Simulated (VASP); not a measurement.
A run of VASP 6.6.1 is set up as follows.

The input POSCAR:

```
MgS
1.0
    0.0000000000      2.3935180000      2.8097820000
    2.3935180000      0.0000000000      2.8097820000
    2.3935180000      2.3935180000      0.0000000000
Mg S
1 1
Direct
    0.0000000000      0.0000000000      0.0000000000
    0.5000000000      0.5000000000      0.5000000000
```

INCAR.step1

```
SYSTEM = MgS
PREC = Accurate
ENCUT = 520
ISMEAR = 0
SIGMA = 0.05
LREAL = .False.
LASPH = .True.
NELM = 80
NBANDS = 11
GGA = PE
ALGO = Normal
EDIFF = 1E-4
LWAVE = .True.
LCHARG = .False.
```

Contents of INCAR.step2:

```
SYSTEM = MgS
PREC = Accurate
ENCUT = 520
EDIFF = 1E-7
ISMEAR = 0
SIGMA = 0.05
LREAL = .False.
LASPH = .True.
NELM = 80
ALGO = Normal
ISIF = 2
LWAVE = .False.
LCHARG = .False.
METAGGA = R2SCAN
LMIXTAU = .True.
NBANDS = 11
ISTART = 1
```

The input KPOINTS:

```
regular mesh
0
Gamma
  8 8 8
  0 0 0
```

Potentials or basis: VASP PAW PBE potentials, release 64 (Mg, S).

Command:

```sh
$ cat potpaw_PBE.64/Mg/POTCAR potpaw_PBE.64/S/POTCAR > POTCAR
$ cp INCAR.step1 INCAR
$ mpirun -np 1 vasp_std > vasp.out
$ cp INCAR.step2 INCAR
$ mpirun -np 1 vasp_std > vasp.out
```

Question: What does it give for the pressure?

Answer: 13.2 GPa.

Question: What does it give for the band gap on the k mesh?

Answer: 3.33 eV, indirect (least direct gap 4.94 eV).

Stress tensor (GPa, compression positive):
```
21.03  0.00  0.00
 0.00 21.03  0.00
 0.00  0.00 -2.59
```

Caveat: the cell differs from its parent crystal (strain -0.080 along x and y, +0.080 along z); the PAW data sets were made with another functional, which shifts forces and pressure a little. A k mesh can miss the band edges.
